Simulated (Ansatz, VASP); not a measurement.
One calculation of Cu, two programs

```
Cu
1.0
    -1.43311    1.43311    1.36685
     1.43311   -1.43311    1.36685
     1.43311    1.43311   -1.36685
Cu
1
Direct
  0.00000 0.00000 0.00000
```

Alike in both runs: task single point; functional HSE06; k mesh 8 × 8 × 8; occupations fermi-dirac, width 0.05 eV; no spin polarisation.

|  | VASP | Ansatz |
| --- | --- | --- |
| version | VASP 6.6.1 | Ansatz 0.2.0 |
| potentials or method | VASP PAW PBE potentials, release 64 (Cu) | Ansatz PAW |
| plane-wave cutoff (eV) | 520 | 420 |
| valence electrons in the cell | 11 | 19 |

|  | VASP | Ansatz | Ansatz less VASP |
| --- | --- | --- | --- |
| gap on the k mesh at the Fermi level (eV) | none | none | - |
| pressure (GPa) | 10.8 | 10.6 | -0.17 |
| traceless stress, the component that is largest in VASP (GPa) | -0.07 | -0.03 | +0.040 |

A gap of «none» marks a metal or a gap that the smearing closes. VASP's potentials hold 11 valence electrons a cell and Ansatz's 19, so a difference there can come from the potentials and not from the codes.

The k mesh is coarse, so the values compare programs but aren't converged.
